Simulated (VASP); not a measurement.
Write the native input for VASP 6.6.1 that does the following.

```
Task                   : single point
Functional             : PBE
Potentials or basis    : VASP PAW PBE potentials, release 64 (Be)
Cutoff                 : 520 eV
k mesh                 : 21 × 21 × 6
Occupations            : fermi-dirac, width 0.1 eV
Spin                   : no spin polarisation
Dipole correction      : no
Further INCAR settings : ALGO = Normal; EDIFF = 1e-07; NBANDS = 12
```

The structure of Be lies in POSCAR:

```
Be
1.0
    2.2547941531      0.0000000000      0.0000000000
   -1.1273970766      1.9527090169      0.0000000000
    0.0000000000      0.0000000000      7.1780674534
Be
4
Direct
    0.0000000000      1.0000000000      1.0000000000
    0.0000000000      0.0000000000      0.5000000000
    0.3333333333      0.6666666667      0.2500000000
    0.6666666667      0.3333333333      0.7500000000
```

These files were run (other wordings do the same):

INCAR

```
PREC = Accurate
ENCUT = 520
EDIFF = 1E-7
ISMEAR = -1
SIGMA = 0.1
LREAL = False
LASPH = True
NELM = 80
ALGO = Normal
ISIF = 2
LWAVE = False
LCHARG = True
GGA = PE
LELF = True
LVHAR = True
NBANDS = 12
```

KPOINTS

```
Automatic mesh
0
Gamma
  21 21 6
```

Potentials or basis: VASP PAW PBE potentials, release 64 (Be).

The run is started by

```bash
$ cat potpaw_PBE.64/Be/POTCAR > POTCAR
$ mpirun -np 1 vasp_std > vasp.out
```

It gave:

```yaml
Pressure: 0.2 GPa
Band_gap_on_the_k_mesh: zero (band 4 reaches 8.17 eV, above the bottom of band 5 at 6.55 eV)
```

It took 28 s on 1 thread of Intel(R) Xeon(R) 6975P-C (Granite Rapids), with other jobs on the host, peak memory 0.17 GiB.
